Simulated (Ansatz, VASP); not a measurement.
**OsSe: VASP beside Ansatz**

```xyz
2
Lattice="0.0000 2.7546 2.7546 2.7546 0.0000 2.7546 2.7546 2.7546 0.0000" Properties=species:S:1:pos:R:3 pbc="T T T"
Os    0.0000    0.0000    0.0000
Se    1.3773    1.3773    1.3773
```

Alike in both runs: task single point; functional PBEsol; k mesh 10 × 10 × 10; occupations gaussian, width 0.05 eV; collinear spin.

|  | VASP | Ansatz |
| --- | --- | --- |
| version | VASP 6.6.1 | Ansatz 0.2.0 |
| potentials or method | VASP PAW PBE potentials, release 64 (Os, Se), cutoff 520 eV | scalar-relativistic, plane waves, PAW |
| valence electrons in the cell | 14 | 32 |

|  | VASP | Ansatz | Ansatz less VASP |
| --- | --- | --- | --- |
| gap on the k mesh at the Fermi level (eV) | none | none | - |
| pressure (GPa) | -4.4 | -5.1 | -0.68 |
| net moment per atom (μB) | 0.00 | 0.00 | -0.002 |

VASP's potentials were made for PBE, not for PBEsol. A gap of «none» marks a metal or a gap that the smearing closes. The functional is the same, so the differences come from potentials, cutoffs and numerics. VASP's potentials hold 14 valence electrons a cell and Ansatz's 32, so a difference there can come from the potentials and not from the codes. Ansatz's warnings: seeded moment not kept.

Spin-orbit coupling is off throughout.
